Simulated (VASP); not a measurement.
The system is AgPAu3.

```xyz
5
Lattice="4.4402 0.0000 0.0000 0.0000 4.4402 0.0000 0.0000 0.0000 4.4402" Properties=species:S:1:pos:R:3 pbc="T T T"
Ag    0.0000    0.0000    0.0000
P     2.2201    2.2201    2.2201
Au    0.0000    2.2201    2.2201
Au    2.2201    0.0000    2.2201
Au    2.2201    2.2201    0.0000
```

The cell was generated, and may not be a known phase.

| Property | Result |
| --- | --- |
| Program | VASP 6.6.1 |
| Task | relaxation of cell and atoms |
| Functional | PBE |
| Potentials or basis | VASP PAW PBE potentials, release 64 (Ag, P, Au) |
| Cutoff | 600 eV |
| k mesh | 4 × 4 × 4 |
| Occupations | gaussian, width 0.1 eV |
| Spin | no spin polarisation |

At the start: pressure 25.9 GPa; volume 17.51 Å³/atom.

Problem. How do energy, volume and symmetry change on relaxing?

Solution. Over 3 steps the energy falls by 239.6 meV/atom and the volume is 21.24 Å³/atom (+21.3 %); space group Pm-3m (No. 221, to 0.1 Å) before and after.

Step by step:
```
step  energy change (eV)  largest force (eV/Å)  pressure (GPa)  volume (Å³)
   1              0.0000                0.0000           25.87        87.54
   2             -0.4406                0.0000           -8.31       128.47
   3             -1.1978                0.0000           -0.19       106.21
```

Final structure:
```
CELL_PARAMETERS angstrom
4.73571 0.00000 0.00000
0.00000 4.73571 0.00000
0.00000 0.00000 4.73571
ATOMIC_POSITIONS crystal
Ag 0.00000 0.00000 0.00000
P 0.50000 0.50000 0.50000
Au 0.00000 0.50000 0.50000
Au 0.50000 0.00000 0.50000
Au 0.50000 0.50000 0.00000
```

Caveat: the volume moved by over 15 % at a fixed basis, so the end points are rough.
